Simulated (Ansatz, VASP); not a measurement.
Two plane-wave programs on Zn3SeS2

```xyz
6
Lattice="-1.9566 1.9566 8.2983 1.9566 -1.9566 8.2983 1.9566 1.9566 -8.2983" Properties=species:S:1:pos:R:3 pbc="T T T"
Zn    0.0000    1.9566    1.4786
Zn    1.9566    0.0000    4.1492
Zn    0.0000    1.9566    6.8197
Se    0.0000    0.0000    8.2983
S     0.0000    0.0000   13.7804
S     0.0000    0.0000    2.8162
```

Alike in both runs: functional PBE; k mesh 6 × 6 × 6; occupations gaussian, width 0.1 eV; no spin polarisation.

Ansatz relaxed the structure, and its values are those at the end. VASP's run is a single point on that final structure, the one shown.

```csv
,VASP,Ansatz
version,VASP 6.6.1,Ansatz 0.2.0
potentials or method,"VASP PAW PBE potentials, release 64 (Zn, Se, S), cutoff 520 eV","scalar-relativistic, plane waves, PAW"
valence electrons in the cell,54,64
```

```csv
,VASP,Ansatz,Ansatz less VASP
gap on the k mesh at the Fermi level (eV),1.65,1.65,-0.002
least direct gap on the mesh (eV),1.65,1.65,-0.002
pressure (GPa),0.4,0.2,-0.17
rms of the force components (eV/Å),0.014,0.013,-0.0016
```

VASP's potentials hold 54 valence electrons a cell and Ansatz's 64, so a difference there can come from the potentials and not from the codes.
